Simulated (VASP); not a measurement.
Set up this calculation in VASP 6.6.1, as the native input.

```yaml
Task: single point
Functional: PBE
Potentials_or_basis: VASP PAW PBE potentials, release 64 (Co, Al)
Cutoff: 520 eV
k_mesh: 15 × 15 × 15
Occupations: fermi-dirac, width 0.05 eV
Spin: no spin polarisation
Dipole_correction: no
k_mesh_for_the_DOS: 23 × 23 × 23
Occupations_for_the_DOS: tetrahedron
Further_INCAR_settings: ALGO = Normal; EDIFF = 1e-07; NBANDS = 13
```

The system is AlCo (rocksalt type).

```xyz
2
Lattice="0.0000 2.2945 2.2945 2.2945 0.0000 2.2945 2.2945 2.2945 0.0000" Properties=species:S:1:pos:R:3 pbc="T T T"
Co    0.0000    0.0000    0.0000
Al    2.2945    2.2945    2.2945
```

One way to write it, as run:

POSCAR

```
AlCo
1.0
    0.0000000000      2.2944755942      2.2944755942
    2.2944755942      0.0000000000      2.2944755942
    2.2944755942      2.2944755942      0.0000000000
Co Al
1 1
Direct
    0.0000000000      0.0000000000      0.0000000000
    0.5000000000      0.5000000000      0.5000000000
```

INCAR.step1

```
SYSTEM = AlCo
  ALGO = Normal
  EDIFF = 1E-7
  ENCUT = 520
  GGA = PE
  ISIF = 2
  ISMEAR = -1
  LASPH = .TRUE.
  LCHARG = .TRUE.
  LMAXMIX = 4
  LREAL = .FALSE.
  LWAVE = .FALSE.
  NBANDS = 13
  NELM = 80
  PREC = Accurate
  SIGMA = 0.05
```

KPOINTS.step1

```
k-points
0
G
  15 15 15
  0 0 0
```

INCAR.step2

```
SYSTEM = AlCo
  ALGO = Normal
  EDIFF = 1E-7
  ENCUT = 520
  GGA = PE
  ICHARG = 11
  ISIF = 2
  ISMEAR = -5
  LASPH = .TRUE.
  LCHARG = .FALSE.
  LMAXMIX = 4
  LORBIT = 10
  LREAL = .FALSE.
  LWAVE = .FALSE.
  NBANDS = 13
  NEDOS = 1001
  NELM = 80
  PREC = Accurate
  SIGMA = 0.05
```

KPOINTS.step2

```
k-points
0
G
  23 23 23
  0 0 0
```

Potentials or basis: VASP PAW PBE potentials, release 64 (Co, Al).

Launch:

```bash
$ cat potpaw_PBE.64/Co/POTCAR potpaw_PBE.64/Al/POTCAR > POTCAR
$ cp INCAR.step1 INCAR
$ cp KPOINTS.step1 KPOINTS
$ mpirun -np 1 vasp_std > vasp.out
$ cp INCAR.step2 INCAR
$ cp KPOINTS.step2 KPOINTS
$ mpirun -np 1 vasp_std > vasp.out
```

It gave:

| Quantity | Value |
| --- | --- |
| Valence electrons inside the program's atomic spheres | Co 8.58; Al 0.90 |

Caveat: the run has no spin polarisation, though such a crystal can be magnetic.

Wall time 91 s on 1 thread of Intel Xeon 8259CL (shared host), peak memory 0.24 GiB.
